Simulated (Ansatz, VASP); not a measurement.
# TaSi: VASP beside Ansatz

File INCAR:

```
PREC = Accurate
ENCUT = 520
EDIFF = 1E-6
ISMEAR = -1
SIGMA = 0.05
LREAL = False
LASPH = True
NELM = 60
ALGO = Normal
ISIF = 2
LWAVE = False
LCHARG = True
GGA = PS
LELF = True
LVHAR = True
NBANDS = 14
```

File KPOINTS:

```
regular mesh
0
Gamma
  14 14 14
```

POSCAR

```
TaSi
1.0
    3.0714922894      0.0000000000      0.0000000000
    0.0000000000      3.0714922894      0.0000000000
    0.0000000000      0.0000000000      3.0714922894
Ta Si
1 1
Direct
    0.0000000000      0.0000000000      0.0000000000
    0.5000000000      0.5000000000      0.5000000000
```

Input for Ansatz:

```yaml
crystal:
  lattice:
    - [3.0714922894, 0.0, 0.0]
    - [0.0, 3.0714922894, 0.0]
    - [0.0, 0.0, 3.0714922894]
  atoms:
    - { symbol: Ta, position: [0.0, 0.0, 0.0] }
    - { symbol: Si, position: [0.5, 0.5, 0.5] }
kpoints:
  mp_grid: { grid: [14, 14, 14] }
scf:
  occupations: { method: fermi_dirac, width: 0.05 }
hamiltonian:
  xc: pbesol
  pseudopotentials: { kind: paw, level: accurate }
output:
  forces: true
  stress: true
  eigenvalues: true
```

Alike in both runs: task single point; functional PBEsol; k mesh 14 × 14 × 14; occupations fermi-dirac, width 0.05 eV; no spin polarisation.

|  | VASP | Ansatz |
| --- | --- | --- |
| version | VASP 6.6.1 | Ansatz 0.2.0 |
| potentials or method | VASP PAW PBE potentials, release 64 (Ta_pv, Si) | PAW with other files of Ansatz's library (level accurate), scalar-relativistic |
| plane-wave cutoff (eV) | 520 | 640 |
| valence electrons in the cell | 15 | 31 |

|  | VASP | Ansatz | Ansatz less VASP |
| --- | --- | --- | --- |
| pressure (GPa) | 11.6 | 11.0 | -0.61 |

VASP's potentials were made for PBE, not for PBEsol. The functional is the same, so the differences come from potentials, cutoffs and numerics. VASP's potentials hold 15 valence electrons a cell and Ansatz's 31, so a difference there can come from the potentials and not from the codes.

Neither program's run includes spin-orbit coupling.
